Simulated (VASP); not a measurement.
Input of a VASP 6.6.1 run:

INCAR

```
SYSTEM = Ga
PREC = Accurate
ENCUT = 520
EDIFF = 1E-8
ISMEAR = -1
SIGMA = 0.05
LREAL = .FALSE.
LASPH = .TRUE.
NELM = 100
ALGO = Normal
ISIF = 2
LWAVE = .FALSE.
LCHARG = .FALSE.
GGA = PE
LEFG = .TRUE.
NBANDS = 12
```

KPOINTS

```
Automatic mesh
0
G
  14 14 16
  0 0 0
```

File POSCAR:

```
Ga
1.0
   -1.4221650000      1.3998750000      2.2290000000
    1.3998750000     -1.4221650000      2.2290000000
    1.4081250000      1.4081250000     -2.2430400000
Ga
1
Direct
    0.0000000000      0.0000000000      0.0000000000
```

Potentials or basis: VASP PAW PBE potentials, release 64 (Ga_d).

Command:

```sh
$ cat potpaw_PBE.64/Ga_d/POTCAR > POTCAR
$ mpirun -np 1 vasp_std > vasp.out
```

Predict the band gap on the k mesh.

zero (an odd number of electrons rules out a gap without spin polarisation).

Estimate the pressure.

4.4 GPa.

Electric field gradients, principal values (V/Å²):
| atom | least | middle | greatest (by size) |
| --- | --- | --- | --- |
| 1 Ga | -9.817 | -10.192 | 20.010 |

Caveat: the cell differs from its parent crystal (equal xy, yz and zx shear strains of -1 %); the cell stands under pressure; without QUAD_EFG the Cq values of the log hold for a quadrupole moment of 1 mb, not for the nuclei.
